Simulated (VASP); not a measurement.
Crystal: BN.

```
B N
1.0
     0.00000    1.75465    1.75465
     1.75465    0.00000    1.75465
     1.75465    1.75465    0.00000
B N
1 1
Direct
  0.00000 0.00000 0.00000
  0.25000 0.25000 0.25000
```

This cell differs from its parent crystal: strain -2.8%.

Program: VASP 6.6.1. Alike in all runs: task single point; potentials or basis VASP PAW PBE potentials, release 64 (B, N); no spin polarisation; cell as given; cutoff (eV) 520.

Order these runs on this cell by their pressure, lowest first.
A. level HSE06; k mesh 8 × 8 × 8; smearing gaussian 0.01 eV; grid for exact exchange (PRECFOCK) Normal; share of exact exchange 0.25; screening parameter 0.2079 1/Å
B. level PBE; k mesh 12 × 12 × 12; smearing fermi-dirac 0.02 eV
C. level r2SCAN; k mesh 12 × 12 × 12; smearing gaussian 0.01 eV

A (34.6 GPa), C (40.1 GPa), B (43.6 GPa).

Caveats: the cell stands under pressure; the PAW data sets were made with another functional, which shifts forces and pressure a little (at least some runs).
